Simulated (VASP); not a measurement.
A run of VASP 6.6.1:

The input INCAR:

```
ALGO     = Normal         # electronic algorithm
EDIFF    = 1E-6           # SCF threshold, eV
ENCUT    = 520            # plane-wave cutoff, eV
GGA      = CA             # functional
ISIF     = 2              # what is computed and relaxed
ISMEAR   = -1             # smearing method
LASPH    = True           # aspherical terms in the spheres
LCHARG   = False          # write CHGCAR
LREAL    = False          # projectors in reciprocal space
LWAVE    = False          # write WAVECAR
NBANDS   = 13             # bands
NELM     = 80             # most SCF steps
PREC     = Accurate       # precision mode
SIGMA    = 0.05           # smearing width, eV
```

Contents of KPOINTS:

```
k-points
0
Gamma
  14 14 13
```

The input POSCAR:

```
Ge
1.0
    1.3906477100     -2.5970231275     -0.0030084175
    1.4036502900      2.6040088725      0.0099941625
    0.0067455775      0.0067455775      2.6982310000
Ge
1
Direct
    0.5000000000      0.5000000000      0.0000000000
```

Potentials or basis: VASP PAW LDA potentials, release 64 (Ge_d).

Launch:

```sh
$ cat potpaw_LDA.64/Ge_d/POTCAR > POTCAR
$ mpirun -np 1 vasp_std > vasp.out
```

Hardware: 1 thread of AMD EPYC 9R45 96-Core Processor (Zen 5), with other jobs on the host.

**Question.** Estimate the wall time of this run.

**Answer.** Wall time 94 s on 1 thread of AMD EPYC 9R45 96-Core Processor (Zen 5), with other jobs on the host, peak memory 0.34 GiB. Counts: scf iterations 10, k points 1276.
